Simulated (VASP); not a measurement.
Crystal: CuAu.

```
CELL_PARAMETERS angstrom
2.79188 0.00000 0.00000
0.00000 2.79188 0.00000
0.00000 0.00000 3.66027
ATOMIC_POSITIONS crystal
Au 0.00000 0.00000 0.00000
Cu 0.50000 0.50000 0.50000
```

Base run:

| Item | Value |
| --- | --- |
| Program | VASP 6.6.1 |
| Functional | r2SCAN |
| Potentials or basis | VASP PAW PBE potentials, release 64 (Au, Cu) |
| Cutoff | 520 eV |
| k mesh | 9 × 9 × 7 |
| Occupations | fermi-dirac, width 0.05 eV |
| Spin | no spin polarisation |

Its results: band gap on the k mesh zero (band 11 reaches 12.55 eV, above the bottom of band 12 at 6.78 eV); pressure 3.1 GPa.

Q: After a change of settings the same cell gave: band gap on the k mesh zero (band 11 reaches 12.33 eV, above the bottom of band 12 at 6.86 eV); pressure -0.7 GPa. Which change was it?
A. functional from r2SCAN to LDA; potentials or basis from VASP PAW PBE potentials, release 64 (Au, Cu) to VASP PAW LDA potentials, release 64 (Au, Cu)
B. functional from r2SCAN to PBEsol; further incar settings from ALGO = Normal; EDIFF = 1e-06; NBANDS = 18 to ALGO = Normal; EDIFF = 1e-07; NBANDS = 18
C. functional from r2SCAN to PBE; further incar settings from ALGO = Normal; EDIFF = 1e-06; NBANDS = 18 to ALGO = Fast; EDIFF = 1e-07; NBANDS = 18

A: B.

Caveats: the PAW data sets were made with another functional, which shifts forces and pressure a little; spin-orbit coupling is left out, which moves the levels of the heavy elements.
